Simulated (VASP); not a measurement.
Ca:

```
CELL_PARAMETERS angstrom
0.00000 2.79420 2.79420
2.79420 0.00000 2.79420
2.79420 2.79420 0.00000
ATOMIC_POSITIONS crystal
Ca 0.00000 0.00000 0.00000
```

| Property | Result |
| --- | --- |
| Program | VASP 6.6.1 |
| Task | relaxation of volume and atoms at fixed shape |
| Functional | PBEsol |
| Potentials or basis | VASP PAW PBE potentials, release 64 (Ca_sv) |
| Cutoff | 600 eV |
| k mesh | 6 × 6 × 6 |
| Occupations | fermi-dirac, width 0.05 eV |
| Spin | no spin polarisation |

At the start: pressure -1.2 GPa; volume 43.63 Å³/atom.

Q: Where does the relaxation end?

A: Over 3 steps the energy falls by 12.4 meV/atom and the volume is 40.39 Å³/atom (-7.4 %); space group Fm-3m (No. 225, to 0.05 Å).

Step by step:
```
step  energy change (eV)  largest force (eV/Å)  pressure (GPa)  volume (Å³)
   1              0.0000                0.0000           -1.20        43.63
   2             -0.0107                0.0000           -0.48        41.60
   3             -0.0124                0.0000            0.03        40.39
```

Final structure:
```cif
data_structure
_symmetry_space_group_name_H-M 'P 1'
_symmetry_Int_Tables_number 1
_cell_length_a 3.8512
_cell_length_b 3.8512
_cell_length_c 3.8512
_cell_angle_alpha 60.000
_cell_angle_beta 60.000
_cell_angle_gamma 60.000
_cell_volume 40.39
loop_
_atom_site_label
_atom_site_type_symbol
_atom_site_fract_x
_atom_site_fract_y
_atom_site_fract_z
_atom_site_occupancy
Ca1 Ca 0.00000 0.00000 0.00000 1
```

Caveat: the PAW data sets were made with another functional, which shifts forces and pressure a little.
